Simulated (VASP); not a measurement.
Runs of VASP 6.6.1 on Si3C. The structure is trigonal, space group R3m (No. 160). Conventional cell: a = 3.397 Å, b = 3.397 Å, c = 17.613 Å, α = 90.00°, β = 90.00°, γ = 120.00°. C (site symmetry 3m) has 4 Si at 1.91 to 2.04 Å within 2.5 Å. Si (site symmetry 3m) has 4 Si at 2.23 to 2.34 Å within 3.0 Å. Within 2.7 Å of Si (site symmetry 3m) lie 3 C at 2.04 Å and 1 Si at 2.34 Å. Si (site symmetry 3m) has 1 C at 1.91 Å and 3 Si at 2.23 Å within 2.5 Å. 

```csv
level,spin,k mesh,smearing,gap on the mesh (eV),pressure (GPa),largest force (eV/Å)
PBE,off,"6 × 6 × 6, shifted",fermi-dirac 0.02 eV,none,(b),0.11
PBE+D4,off,6 × 6 × 6,fermi-dirac 0.02 eV,none,-1.0,0.07
PBE,off,6 × 6 × 6,fermi-dirac 0.02 eV,none,1.9,0.12
PBE,off,6 × 6 × 6,fermi-dirac 0.001 eV,none,1.8,0.12
PBE,"collinear, zero start",6 × 6 × 6,fermi-dirac 0.02 eV,none,1.9,0.12
PBE,off,2 × 2 × 2,fermi-dirac 0.02 eV,none,2.2,(a)
```

Alike in all rows: task single point; potentials or basis VASP PAW PBE potentials, release 64 (C, Si); cell as given; cutoff (eV) 520.

Problem. Fill in the values left out.

Solution. (a) 2.84; (b) 1.6.

Caveats: all runs use coarse meshes; pairwise dispersion overbinds metals, which lowers pressure and volume (some runs); forces of over 1 eV/Å act on the atoms, so gaps and moduli don't describe the material at rest (some runs).

A gap of «none» marks levels without a gap at the run's occupations.
